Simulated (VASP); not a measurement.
**Cu: single point with PBEsol**

Crystal: Cu.

```
CELL_PARAMETERS angstrom
2.39067 0.00000 0.00000
0.00000 2.39067 0.00000
0.00000 0.00000 2.39067
ATOMIC_POSITIONS crystal
Cu 0.00000 0.00000 0.00000
```

This cell differs from its parent crystal: volume scaled by 1.04.

| Item | Value |
| --- | --- |
| Program | VASP 6.6.1 |
| Task | single point |
| Functional | PBEsol |
| Potentials or basis | VASP PAW PBE potentials, release 64 (Cu) |
| Cutoff | 520 eV |
| k mesh | 15 × 15 × 15 |
| Occupations | fermi-dirac, width 0.1 eV |
| Spin | no spin polarisation |

* Pressure: -3.4 GPa

Levels at points of the mesh, in eV from the Fermi level:
```tsv
k point	band 2	band 3	band 4	band 5	band 6	band 7	band 8	band 9	band 10	band 11
(0.00, 0.00, 0.00)	-3.81	-3.81	-1.24	-1.24	-1.24	17.76	17.76	17.76	21.20	21.20
```

Run time: 25 s on 1 thread of Intel Xeon 8259CL, on a shared host, peak memory 0.13 GiB.

Caveat: the PAW data sets were made with another functional, which shifts forces and pressure a little.
